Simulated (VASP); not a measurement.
# TiAl (P-6m2) in VASP: further runs

Runs on TiAl. Level: PBEsol. Tasks: single point.

Program: VASP 6.6.1. These are calculated values, not measurements. Logs are shortened: lines on timing, memory, paths and dates and some standing lists are left out, and cuts for length are marked.

## Step 1: The cell of the first run

The structure is hexagonal, space group P-6m2 (No. 187). Conventional cell: a = 2.848 Å, b = 2.848 Å, c = 4.805 Å, α = 90.00°, β = 90.00°, γ = 120.00°. Within 3.8 Å of Ti (site symmetry -6m2) lie 6 Ti at 2.85 Å and 6 Al at 2.91 Å. Al (site symmetry -6m2) has 6 Al at 2.85 Å and 6 Ti at 2.91 Å within 3.8 Å.

## Step 2: Single point, PBEsol (strain +0.000 along x and y, +0.040 along z)

Contents of INCAR:

```
SYSTEM = TiAl
PREC     = Accurate       ! precision mode
ENCUT    = 520            ! plane-wave cutoff, eV
EDIFF    = 1E-7           ! SCF threshold, eV
ISMEAR   = 0              ! smearing method
SIGMA    = 0.15           ! smearing width, eV
LREAL    = .False.        ! projectors in reciprocal space
LASPH    = .True.         ! aspherical terms in the spheres
NELM     = 80             ! most SCF steps
ALGO     = Fast           ! electronic algorithm
ISIF     = 2              ! what is computed and relaxed
LWAVE    = .False.        ! write WAVECAR
LCHARG   = .True.         ! write CHGCAR
GGA      = PS             ! functional
LELF     = .True.         ! ELF
LVHAR    = .True.       
NBANDS   = 14             ! bands
```

Contents of KPOINTS:

```
Automatic mesh
0
Gamma
  24 24 14
  0 0 0
```

Contents of POSCAR:

```
TiAl
1.0
    2.8478212847      0.0000000000      0.0000000000
   -1.4239106423      2.4662855780      0.0000000000
    0.0000000000      0.0000000000      4.8047425290
Ti Al
1 1
Direct
    0.0000000000      0.0000000000      0.0000000000
    0.3333333333      0.6666666667      0.5000000000
```

Potentials or basis: VASP PAW PBE potentials, release 64 (Ti_sv, Al).

Command:

```bash
$ cat potpaw_PBE.64/Ti_sv/POTCAR potpaw_PBE.64/Al/POTCAR > POTCAR
$ mpirun -np 1 vasp_std > vasp.out
```

OUTCAR:

```text
SYSTEM = TiAl
   PREC = Accurate
   ENCUT = 520
   EDIFF = 1E-7
   ISMEAR = 0
   LREAL = .False.
   LASPH = .True.
   NELM = 80
   ISIF = 2
   GGA = PS

 ion  position               nearest neighbor table
   1  0.000  0.000  0.000-   2 2.91   2 2.91   2 2.91   2 2.91   2 2.91   2 2.91
   2  0.333  0.667  0.500-   1 2.91   1 2.91   1 2.91   1 2.91   1 2.91   1 2.91

  LATTYP: Found a hexagonal cell.
 ALAT       =     2.8478212847
 C/A-ratio  =     1.6871643438

  Lattice vectors:

 A1 = (   2.8478212847,   0.0000000000,   0.0000000000)
 A2 = (  -1.4239106423,   2.4662855780,   0.0000000000)
 A3 = (   0.0000000000,   0.0000000000,   4.8047425290)

Analysis of symmetry for initial positions (statically):
=====================================================================
 Subroutine PRICEL returns:
 Original cell was already a primitive cell.

 Routine SETGRP: Setting up the symmetry group for a
 hexagonal supercell.

 Subroutine GETGRP returns: Found 12 space group operations
 (whereof 12 operations were pure point group operations)
 out of a pool of 24 trial point group operations.

The static configuration has the point symmetry D_3h.

Analysis of symmetry for dynamics (positions and initial velocities):
=====================================================================
 Subroutine PRICEL returns:
 Original cell was already a primitive cell.

 Routine SETGRP: Setting up the symmetry group for a
 hexagonal supercell.

 Subroutine GETGRP returns: Found 12 space group operations
 (whereof 12 operations were pure point group operations)
 out of a pool of 24 trial point group operations.

The dynamic configuration has the point symmetry D_3h.

 Subroutine INISYM returns: Found 12 space group operations
 (whereof 12 operations are pure point group operations),
 and found     1 'primitive' translations

----------------------------------------------------------------------------------------

                                     Primitive cell

  volume of cell :      33.7463

  direct lattice vectors                    reciprocal lattice vectors
     2.847821285  0.000000000  0.000000000     0.351145630  0.202734024  0.000000000
    -1.423910642  2.466285578  0.000000000     0.000000000  0.405468048  0.000000000
     0.000000000  0.000000000  4.804742529     0.000000000  0.000000000  0.208127698

  length of vectors
     2.847821285  2.847821285  4.804742529     0.405468048  0.405468048  0.208127698

  position of ions in fractional coordinates (direct lattice)
     0.000000000  0.000000000  0.000000000
     0.333333333  0.666666667  0.500000000

  ion indices of the primitive-cell ions
   primitive index   ion index
                 1           1
                 2           2

----------------------------------------------------------------------------------------

 KPOINTS: Automatic mesh

Automatic generation of k-mesh.
 Grid dimensions read from file:
 generate k-points for:   24   24   14

 Generating k-lattice:

  Cartesian coordinates                     Fractional coordinates (reciprocal lattice)
     0.014631068  0.008447251  0.000000000     0.041666667  0.000000000  0.000000000
     0.000000000  0.016894502  0.000000000     0.000000000  0.041666667  0.000000000
     0.000000000  0.000000000  0.014866264     0.000000000  0.000000000  0.071428571

  Length of vectors
     0.016894502  0.016894502  0.014866264

  Shift w.r.t. Gamma in fractional coordinates (k-lattice)
     0.000000000  0.000000000  0.000000000

 Subroutine IBZKPT returns following result:
 ===========================================

 Found    488 irreducible k-points:

 Following reciprocal coordinates:
            Coordinates               Weight
  0.000000  0.000000  0.000000      1.000000
  0.041667  0.000000  0.000000      6.000000
  0.083333 -0.000000  0.000000      6.000000
  0.125000  0.000000  0.000000      6.000000
  0.166667  0.000000  0.000000      6.000000
  0.208333  0.000000  0.000000      6.000000
[... 16 lines left out ...]
  0.416667  0.041667  0.000000     12.000000
  0.458333  0.041667  0.000000     12.000000
 [... further k-points ...]
   k-points           NKPTS =    488   k-points in BZ     NKDIM =    488   number of bands    NBANDS=     14
   number of dos      NEDOS =    301   number of ions     NIONS =      2
   total plane-waves  NPLWV =  20736
   dimension x,y,z NGX =    24 NGY =   24 NGZ =   36
   dimension x,y,z NGXF=    48 NGYF=   48 NGZF=   72
   ions per type =               1   1
   NGX,Y,Z   is equivalent  to a cutoff of  14.01, 14.01, 12.46 a.u.
   NGXF,Y,Z  is equivalent  to a cutoff of  28.02, 28.02, 24.91 a.u.
 SYSTEM =  TiAl
   PREC   = accura    normal or accurate (medium, high low for compatibility)
   ISTART =      0    job   : 0-new  1-cont  2-samecut
   ICHARG =      2    charge: 1-file 2-atom 10-const
   ISPIN  =      1    spin polarized calculation?
   LNONCOLLINEAR =      F non collinear calculations
   LSORBIT =      F    spin-orbit coupling
   LASPH  =      T    aspherical Exc in radial PAW
   ENCUT  =  520.0 eV  38.22 Ry    6.18 a.u.   5.30  5.30  8.93*2*pi/ulx,y,z
   NELM   =     80;   NELMIN=  2; NELMDL= -5     # of ELM steps
   EDIFF  = 0.1E-06   stopping-criterion for ELM
   LREAL  =      F    real-space projection
   EDIFFG = 0.1E-05   stopping-criterion for IOM
   NSW    =      0    number of steps for IOM
   IBRION =     -1    ionic relax: 0-MD 1-quasi-New 2-CG
   NFREE  =      0    steps in history (QN), initial steepest desc. (CG)
   ISIF   =      2    stress and relaxation
   ISYM   =      2    0-nonsym 1-usesym 2-fastsym
   POTIM  = 0.5000    time-step for ionic-motion
   TEBEG  =    0.0;   TEEND  =   0.0 temperature during run
   PSTRESS=    0.0 pullay stress
   NELECT =      15.0000    total number of electrons
   NUPDOWN=      -1.0000    fix difference up-down
   EMIN   =  10.00;   EMAX   =-10.00  energy-range for DOS
   EFERMI =   0.00;   METHOD = LEGACY
   ISMEAR =     0;   SIGMA  =   0.15  broadening in eV -4-tet -1-fermi 0-gaus
   EFERMI_NEDOS =   21; number of points for ismear=-14 and -15
   IALGO  =     68    algorithm
   IMIX   =      4    mixing-type and parameters
     AMIX     =   0.40;   BMIX     =  1.00
     AMIX_MAG =   1.60;   BMIX_MAG =  1.00
  volume/ion in A,a.u.               =      16.87       113.87
  Fermi-wavevector in a.u.,A,eV,Ry     =   1.249386  2.360997 21.238211  1.560964
  Thomas-Fermi vector in A             =   2.383429
   LORBIT       =      0    0 simple, 1 ext, 2 COOP (PROOUT), +10 PAW based schemes
   GGA     = PS    functional components
   LHFCALC =     F    Hartree Fock is set to
   AEXX    =    0.0000 exact exchange contribution
   IVDW    =     0    specifies the selected vdW correction
   LEPSILON=     F    determine dielectric tensor
   LRPA    =     F    only Hartree local field effects (RPA)
 non-spin polarized calculation
 RMM-DIIS sequential band-by-band and
 Gauss-broadening in eV      SIGMA  =   0.15
  energy-cutoff  :      520.00
  volume of cell :       33.75
 maximum number of plane-waves:       928
 NGX is ok and might be reduce to    24
   NGX = 11   NGY = 11   NGZ = 17

 number of electron      15.0000001 magnetization

 Free energy of the ion-electron system (eV)
  ---------------------------------------------------
  ext. energy  EPLUGINS =         0.00000000
  ---------------------------------------------------
  free energy    TOTEN  =       -12.91038942 eV

  energy without entropy =      -12.88320791  energy(sigma->0) =      -12.89679867

 E-fermi :   7.6813     XC(G=0): -10.9745

 val. band max:        7.6789911309   @ k =   0.1667   0.1667   0.2143
 cond. band min:       7.6815555540   @ k =   0.1667   0.0833   0.4286
 fundamental gap:      0.0025644230
 Fermi energy:         7.6812708851

 k-point     1 :       0.0000    0.0000    0.0000
  band No.  band energies     occupation
      1     -48.6475      2.00000
      2     -25.0706      2.00000
      3     -24.6201      2.00000
      4     -24.6201      2.00000
      5      -1.2645      2.00000
      6       5.2343      2.00000
      7       5.5935      2.00000
      8       8.9522      0.00000
      9       8.9522      0.00000
     10      10.4803      0.00000
     11      10.4803      0.00000
     12      11.1113      0.00000
     13      20.7761      0.00000
     14      20.7770      0.00000

 k-point     2 :       0.0417    0.0000    0.0000
  band No.  band energies     occupation
      1     -48.6457      2.00000
      2     -25.0689      2.00000
      3     -24.6310      2.00000
      4     -24.6226      2.00000
      5      -1.2208      2.00000
      6       5.2842      2.00000
      7       5.6032      2.00000
      8       8.9099      0.00000
      9       8.9885      0.00000
     10      10.4682      0.00000
     11      10.4832      0.00000
     12      11.1233      0.00000
     13      19.8620      0.00000
     14      20.2258      0.00000

 k-point     3 :       0.0833   -0.0000    0.0000
  band No.  band energies     occupation
      1     -48.6406      2.00000
      2     -25.0639      2.00000
      3     -24.6628      2.00000
      4     -24.6298      2.00000
      5      -1.0901      2.00000
      6       5.4309      2.00000
      7       5.6318      2.00000
      8       8.7894      0.00000
      9       9.0962      0.00000
     10      10.4328      0.00000
     11      10.4933      0.00000
     12      11.1582      0.00000
     13      18.4674      0.00000
     14      19.5048      0.00000
[... 324 lines left out ...]
 k-point    23 :       0.4167    0.0417    0.0000
  band No.  band energies     occupation
      1     -48.5466      2.00000
      2     -25.2117      2.00000
      3     -24.9732      2.00000
      4     -24.7634      2.00000
      5       3.2135      2.00000
      6       5.7875      2.00000
      7       6.1347      2.00000
      8       6.7863      2.00000
      9       9.7390      0.00000
     10      11.2291      0.00000
     11      11.6034      0.00000
     12      11.6085      0.00000
     13      12.7224      0.00000
     14      15.3063      0.00000

 k-point    24 :       0.4583    0.0417    0.0000
  band No.  band energies     occupation
      1     -48.5431      2.00000
      2     -25.2315      2.00000
      3     -24.9698      2.00000
      4     -24.7683      2.00000
      5       3.9145      2.00000
      6       5.1183      2.00000
      7       6.1527      2.00000
      8       6.6698      2.00000
      9       9.7132      0.00000
     10      11.3956      0.00000
     11      11.6416      0.00000
     12      11.7218      0.00000
     13      12.9510      0.00000
     14      15.2251      0.00000

 [... further k-points ...]
[... 5 lines left out ...]
  --------------------------------------------------------------------------------------
  -------------------------------------------------------------------------------------
  Total       -0.4751910     -0.4751910     -1.8052447     -0.0000000      0.0000000     -0.0000000
  in kB      -22.5606999    -22.5606999    -85.7078174     -0.0000000      0.0000000     -0.0000000
  external PRESSURE =     -43.6097391 kB  Pullay stress =       0.0000000 kB

 VOLUME and BASIS-vectors are now :
 -----------------------------------------------------------------------------
  energy-cutoff  :      520.00
  volume of cell :       33.75
      direct lattice vectors                 reciprocal lattice vectors
     2.847821285  0.000000000  0.000000000     0.351145630  0.202734024  0.000000000
    -1.423910642  2.466285578  0.000000000     0.000000000  0.405468048  0.000000000
     0.000000000  0.000000000  4.804742529     0.000000000  0.000000000  0.208127698

 POSITION                                       TOTAL-FORCE (eV/Angst)
 -----------------------------------------------------------------------------------
      0.00000      0.00000      0.00000        -0.000000      0.000000      0.000000
     -0.00000      1.64419      2.40237         0.000000      0.000000      0.000000
 -----------------------------------------------------------------------------------
    total drift:                                0.000000     -0.000000      0.000000

  FREE ENERGIE OF THE ION-ELECTRON SYSTEM (eV)
  ---------------------------------------------------
  free  energy   TOTEN  =       -12.9103894229 eV

  energy  without entropy=      -12.8832079100  energy(sigma->0) =      -12.89679867
```

Run time: 3.9 min. Hardware: 1 thread of Intel Xeon 6975P-C (Granite Rapids), shared host; peak memory 0.35 GiB.

Results:

```
Free energy : -12.9104 eV
Pressure    : -4.4 GPa
```

Levels at points of the mesh, in eV from the Fermi level:
```csv
k point,band 4,band 5,band 6,band 7,band 8,band 9,band 10,band 11
"(0.00, 0.00, 0.00)",-32.30,-8.95,-2.45,-2.09,1.27,1.27,2.80,2.80
"(0.50, 0.00, 0.00)",-32.44,-3.63,-2.75,-1.55,-1.05,2.13,3.89,3.95
"(0.00, 0.00, 0.50)",-32.30,-8.15,-5.32,-0.62,1.28,1.28,2.74,2.74
"(0.50, 0.00, 0.50)",-32.44,-3.57,-2.44,-1.84,0.56,0.89,1.98,2.61
```

Caveat: the cell differs from its parent crystal (strain +0.000 along x and y, +0.040 along z); the PAW data sets were made with another functional, which shifts forces and pressure a little.

(Part 1 of 2 ends here.)
